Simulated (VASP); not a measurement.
# Br (Pm-3m) in VASP: single point with PBE

Aim: the single point of Br with PBE.

Everything below comes from runs of VASP 6.6.1. Logs are shortened: lines on timing, memory, paths and dates and some standing lists are left out, and cuts for length are marked.

### 1 The cell of the first run

Symmetry: Pm-3m, No. 221, cubic system. Conventional cell: a = 2.344 Å, b = 2.344 Å, c = 2.344 Å, α = 90.00°, β = 90.00°, γ = 90.00°. Br (site symmetry m-3m) has 6 Br at 2.34 Å within 3.1 Å.

### 2 Single point, PBE (12.88 Å³/atom)

File POSCAR:

```
Br
1.0
    2.3438981815      0.0000000000      0.0000000000
    0.0000000000      2.3438981815      0.0000000000
    0.0000000000      0.0000000000      2.3438981815
Br
1
Direct
    0.0000000000      0.0000000000      0.0000000000
```

File INCAR.step1:

```
  ALGO = Normal
  EDIFF = 1E-6
  ENCUT = 520
  GGA = PE
  ISIF = 2
  ISMEAR = -1
  LASPH = True
  LCHARG = True
  LREAL = False
  LWAVE = False
  NBANDS = 10
  NELM = 100
  PREC = Accurate
  SIGMA = 0.1
```

File KPOINTS.step1:

```
k-points
0
Gamma
  12 12 12
```

File INCAR.step2:

```
  ALGO = Normal
  EDIFF = 1E-6
  ENCUT = 520
  GGA = PE
  ICHARG = 11
  ISIF = 2
  ISMEAR = -5
  LASPH = True
  LCHARG = False
  LORBIT = 11
  LREAL = False
  LWAVE = False
  NEDOS = 1001
  NELM = 100
  PREC = Accurate
  SIGMA = 0.1
```

File KPOINTS.step2:

```
k-points
0
Gamma
  18 18 18
```

Potentials or basis: VASP PAW PBE potentials, release 64 (Br).

Started as:

```console
$ cat potpaw_PBE.64/Br/POTCAR > POTCAR
$ cp INCAR.step1 INCAR
$ cp KPOINTS.step1 KPOINTS
$ mpirun -np 1 vasp_std > vasp.out
$ cp INCAR.step2 INCAR
$ cp KPOINTS.step2 KPOINTS
$ mpirun -np 1 vasp_std > vasp.out
```

OUTCAR:

```text
EDIFF = 1E-6
   ENCUT = 520
   GGA = PE
   ICHARG = 11
   ISIF = 2
   ISMEAR = -5
   LASPH = True
   LORBIT = 11
   LREAL = False
   NELM = 100
   PREC = Accurate

 ion  position               nearest neighbor table
   1  0.000  0.000  0.000-

  LATTYP: Found a simple cubic cell.
 ALAT       =     2.3438981815

  Lattice vectors:

 A1 = (   2.3438981815,   0.0000000000,   0.0000000000)
 A2 = (   0.0000000000,   2.3438981815,   0.0000000000)
 A3 = (   0.0000000000,   0.0000000000,   2.3438981815)

Analysis of symmetry for initial positions (statically):
=====================================================================
 Subroutine PRICEL returns:
 Original cell was already a primitive cell.

 Routine SETGRP: Setting up the symmetry group for a
 simple cubic supercell.

 Subroutine GETGRP returns: Found 48 space group operations
 (whereof 48 operations were pure point group operations)
 out of a pool of 48 trial point group operations.

The static configuration has the point symmetry O_h .

Analysis of symmetry for dynamics (positions and initial velocities):
=====================================================================
 Subroutine PRICEL returns:
 Original cell was already a primitive cell.

 Routine SETGRP: Setting up the symmetry group for a
 simple cubic supercell.

 Subroutine GETGRP returns: Found 48 space group operations
 (whereof 48 operations were pure point group operations)
 out of a pool of 48 trial point group operations.

The dynamic configuration has the point symmetry O_h .

 Subroutine INISYM returns: Found 48 space group operations
 (whereof 48 operations are pure point group operations),
 and found     1 'primitive' translations

----------------------------------------------------------------------------------------

                                     Primitive cell

  volume of cell :      12.8770

  direct lattice vectors                    reciprocal lattice vectors
     2.343898182  0.000000000  0.000000000     0.426639693  0.000000000  0.000000000
     0.000000000  2.343898182  0.000000000     0.000000000  0.426639693  0.000000000
     0.000000000  0.000000000  2.343898182     0.000000000  0.000000000  0.426639693

  length of vectors
     2.343898182  2.343898182  2.343898182     0.426639693  0.426639693  0.426639693

  position of ions in fractional coordinates (direct lattice)
     0.000000000  0.000000000  0.000000000

[... 81 lines left out ...]
   IBRION =     -1    ionic relax: 0-MD 1-quasi-New 2-CG
   NFREE  =      0    steps in history (QN), initial steepest desc. (CG)
   ISIF   =      2    stress and relaxation
   ISYM   =      2    0-nonsym 1-usesym 2-fastsym
   POTIM  = 0.5000    time-step for ionic-motion
   TEBEG  =    0.0;   TEEND  =   0.0 temperature during run
   PSTRESS=    0.0 pullay stress
   NELECT =       7.0000    total number of electrons
   NUPDOWN=      -1.0000    fix difference up-down
   EMIN   =  10.00;   EMAX   =-10.00  energy-range for DOS
   EFERMI =   0.00;   METHOD = LEGACY
   ISMEAR =    -5;   SIGMA  =   0.10  broadening in eV -4-tet -1-fermi 0-gaus
   EFERMI_NEDOS =   21; number of points for ismear=-14 and -15
   IALGO  =     38    algorithm
   IMIX   =      4    mixing-type and parameters
     AMIX     =   0.40;   BMIX     =  1.00
     AMIX_MAG =   1.60;   BMIX_MAG =  1.00
  volume/ion in A,a.u.               =      12.88        86.90
  Fermi-wavevector in a.u.,A,eV,Ry     =   1.336089  2.524842 24.288225  1.785134
  Thomas-Fermi vector in A             =   2.464743
   LORBIT       =     11    0 simple, 1 ext, 2 COOP (PROOUT), +10 PAW based schemes
   GGA     = PE    functional components
   LHFCALC =     F    Hartree Fock is set to
   AEXX    =    0.0000 exact exchange contribution
   IVDW    =     0    specifies the selected vdW correction
   LEPSILON=     F    determine dielectric tensor
   LRPA    =     F    only Hartree local field effects (RPA)
 non-spin polarized calculation
 Fermi weights with tetrahedron method with Bloechl corrections
  energy-cutoff  :      520.00
  volume of cell :       12.88
 maximum number of plane-waves:       360
 NGX is ok and might be reduce to    18

 number of electron       7.0000002 magnetization

 Free energy of the ion-electron system (eV)
  ---------------------------------------------------
  ext. energy  EPLUGINS =         0.00000000
  ---------------------------------------------------
  free energy    TOTEN  =         3.34788491 eV

  energy without entropy =        3.34788491  energy(sigma->0) =        3.34788491

 E-fermi :  14.0590     XC(G=0): -12.7799

 val. band max:       14.2108063858   @ k =   0.4444   0.3889   0.1667
 cond. band min:      13.9119216419   @ k =   0.5000   0.5000   0.2778
 fundamental gap:     -0.2988847439
 Fermi energy:        14.0590188376

 k-point     1 :       0.0000    0.0000    0.0000
  band No.  band energies     occupation
      1     -11.3121      2.00000
      2      13.6271      2.00000
      3      13.6271      2.00000
      4      13.6271      2.00000
      5      19.3226      0.00000
      6      19.3226      0.00000
      7      23.6840      0.00000
[... 221 lines left out ...]
 k-point    24 :       0.3333    0.1111    0.0000
  band No.  band energies     occupation
      1      -8.4857      2.00000
      2       2.5957      2.00000
      3      12.7489      2.08540
      4      15.8477      0.00000
      5      22.9214      0.00000
      6      24.9164      0.00000
      7      28.2388      0.00000

 [... further k-points ...]

------------------------ aborting loop because EDIFF is reached ----------------------------------------

  FORCE on cell =-STRESS in cart. coord.  units (eV):
  Direction    XX          YY          ZZ          XY          YZ          ZX
  --------------------------------------------------------------------------------------
  -------------------------------------------------------------------------------------
  Total       14.0882348     14.0882348     14.0882348      0.0000000     -0.0000000      0.0000000
  in kB     1752.8749636   1752.8749636   1752.8749636      0.0000000     -0.0000000      0.0000000
  external PRESSURE =    1752.8749636 kB  Pullay stress =       0.0000000 kB

 VOLUME and BASIS-vectors are now :
 -----------------------------------------------------------------------------
  energy-cutoff  :      520.00
  volume of cell :       12.88
      direct lattice vectors                 reciprocal lattice vectors
     2.343898182  0.000000000  0.000000000     0.426639693  0.000000000  0.000000000
     0.000000000  2.343898182  0.000000000     0.000000000  0.426639693  0.000000000
     0.000000000  0.000000000  2.343898182     0.000000000  0.000000000  0.426639693

 POSITION                                       TOTAL-FORCE (eV/Angst)
 -----------------------------------------------------------------------------------
      0.00000      0.00000      0.00000         0.000000      0.000000      0.000000
 -----------------------------------------------------------------------------------
    total drift:                               -0.000000      0.000000     -0.000000

  FREE ENERGIE OF THE ION-ELECTRON SYSTEM (eV)
  ---------------------------------------------------
  free  energy   TOTEN  =         3.3478849052 eV

  energy  without entropy=        3.3478849052  energy(sigma->0) =        3.34788491

 total charge

# of ion       s       p       d       tot
------------------------------------------
    1        1.732   3.200   0.324   5.255
```

OUTCAR.step1:

```text
EDIFF = 1E-6
   ENCUT = 520
   GGA = PE
   ISIF = 2
   ISMEAR = -1
   LASPH = True
[... 527 lines left out ...]

 POSITION                                       TOTAL-FORCE (eV/Angst)
 -----------------------------------------------------------------------------------
      0.00000      0.00000      0.00000         0.000000      0.000000      0.000000
 -----------------------------------------------------------------------------------
    total drift:                                0.000000      0.000000      0.000000

  FREE ENERGIE OF THE ION-ELECTRON SYSTEM (eV)
  ---------------------------------------------------
  free  energy   TOTEN  =         3.3372646539 eV

  energy  without entropy=        3.3515635028  energy(sigma->0) =        3.34441408
```

Run time: 15 s. Hardware: 1 thread of Intel Xeon 8259CL, shared host; peak memory 0.13 GiB.

Results:

```
Valence electrons inside the program's atomic spheres : Br 5.25
```

Levels at points of the mesh, in eV from the Fermi level:
| k point | band 1 | band 2 | band 3 | band 4 | band 5 | band 6 | band 7 |
| --- | --- | --- | --- | --- | --- | --- | --- |
| (0.00, 0.00, 0.00) | -25.37 | -0.43 | -0.43 | -0.43 | 5.26 | 5.26 | 9.62 |
| (0.50, 0.00, 0.00) | -21.23 | -14.80 | 2.49 | 2.49 | 8.53 | 13.55 | 13.78 |
| (0.50, 0.50, 0.00) | -16.82 | -11.45 | -11.45 | -1.97 | 5.27 | 16.08 | 17.15 |
| (0.50, 0.50, 0.50) | -11.80 | -8.39 | -8.39 | -8.39 | 2.35 | 2.35 | 2.35 |

Caveat: an odd number of electrons without spin polarisation forces a metal; a magnetic or distorted state may lie lower; tetrahedron occupations give inexact forces and stress in metals.
